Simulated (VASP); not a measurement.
Write the native input for VASP 6.6.1 that does the following.

| Property | Result |
| --- | --- |
| Task | single point |
| Functional | PBE |
| Potentials or basis | VASP PAW PBE potentials, release 64 (Sr_sv, Ti_sv, O) |
| Cutoff | 520 eV |
| k mesh | 6 × 6 × 6 |
| Occupations | gaussian, width 0.01 eV |
| Spin | no spin polarisation |
| Dipole correction | no |
| Further INCAR settings | ALGO = Normal; EDIFF = 1e-06; NBANDS = 28 |

The structure of SrTiO3 lies in POSCAR:

```
SrTiO3
1.0
    3.8966704346      0.0000000000      0.0000000000
    0.0000000000      3.8966704346      0.0000000000
    0.0000000000      0.0000000000      3.8966704346
Sr Ti O
1 1 3
Direct
    0.0000000000      0.0000000000      0.0000000000
    0.5000000000      0.5000000000      0.5000000000
    0.5000000000      0.0000000000      0.5000000000
    0.5000000000      0.5000000000      0.0000000000
    0.0000000000      0.5000000000      0.5000000000
```

These files were run (other wordings do the same):

INCAR

```
SYSTEM = SrTiO3
PREC = Accurate
ENCUT = 520
EDIFF = 1E-6
ISMEAR = 0
SIGMA = 0.01
LREAL = .False.
LASPH = .True.
NELM = 60
ALGO = Normal
ISIF = 2
LWAVE = .False.
LCHARG = .False.
GGA = PE
NBANDS = 28
```

KPOINTS

```
Automatic mesh
0
Gamma
  6 6 6
  0 0 0
```

Potentials or basis: VASP PAW PBE potentials, release 64 (Sr_sv, Ti_sv, O).

Command:

```console
$ cat potpaw_PBE.64/Sr_sv/POTCAR potpaw_PBE.64/Ti_sv/POTCAR potpaw_PBE.64/O/POTCAR > POTCAR
$ mpirun -np 1 vasp_std > vasp.out
```

Results of the run:

| Quantity | Value |
| --- | --- |
| Pressure | 6.2 GPa |
| Band gap on the k mesh | 1.87 eV (least direct gap 2.22 eV) |

Caveat: the cell stands under pressure.

Wall time 73 s on 1 thread of Intel Xeon 8259CL, with other jobs on the host, peak memory 0.19 GiB.
